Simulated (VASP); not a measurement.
# Al: single point with PBEsol

Crystal: Al.

```
CELL_PARAMETERS angstrom
2.81246 0.00000 0.00000
-1.40623 2.43566 0.00000
0.00000 0.00000 4.86685
ATOMIC_POSITIONS crystal
Al 0.71286 0.42571 0.75000
Al 0.33333 0.66667 0.25000
```

This cell differs from its parent crystal: atom 1 (Al) moved by (+0.000, +0.225) A along x and y.

| Property | Result |
| --- | --- |
| Program | VASP 6.6.1 |
| Task | single point |
| Functional | PBEsol |
| Potentials or basis | VASP PAW PBE potentials, release 64 (Al) |
| Cutoff | 520 eV |
| k mesh | 18 × 18 × 10 |
| Occupations | gaussian, width 0.15 eV |
| Spin | no spin polarisation |
| Dipole correction | no |
| Further INCAR settings | ALGO = Fast; EDIFF = 1e-06; NBANDS = 10 |

```json
{
  "Pressure": "-1.0 GPa",
  "Largest force": "0.123 eV/Å",
  "Band gap on the k mesh": "zero (bands 3 and 4 overlap by 6.90 eV)"
}
```

Forces on the atoms (eV/Å):
```
Al   0.000 -0.123  0.000
Al   0.000  0.123  0.000
```

Stress tensor (GPa, compression positive):
```
-0.58  0.00  0.00
 0.00 -0.48  0.00
 0.00  0.00 -2.07
```

Levels at points of the mesh, in eV from the Fermi level:
```tsv
k point	band 1	band 2	band 3	band 4	band 5	band 6
(0.00, 0.00, 0.00)	-11.04	-5.03	-4.81	10.85	11.39	11.69
(0.50, 0.00, 0.00)	-4.98	-4.92	0.74	0.75	1.28	1.32
(0.00, 0.50, 0.00)	-5.02	-4.87	0.43	0.43	1.51	1.73
(0.00, 0.00, 0.50)	-9.49	-9.49	2.40	2.40	12.48	12.48
(0.50, 0.00, 0.50)	-3.80	-3.80	-3.03	-3.03	7.32	7.32
(0.00, 0.50, 0.50)	-3.72	-3.72	-3.15	-3.15	7.51	7.51
```

It took 2.1 min on 1 thread of Intel(R) Xeon(R) Platinum 8259CL CPU @ 2.50GHz (Skylake/Cascade Lake), with other jobs on the host, peak memory 0.26 GiB.

Caveat: the cell differs from its parent crystal (atom 1 (Al) moved by (+0.000, +0.225) A along x and y); the PAW data sets were made with another functional, which shifts forces and pressure a little.
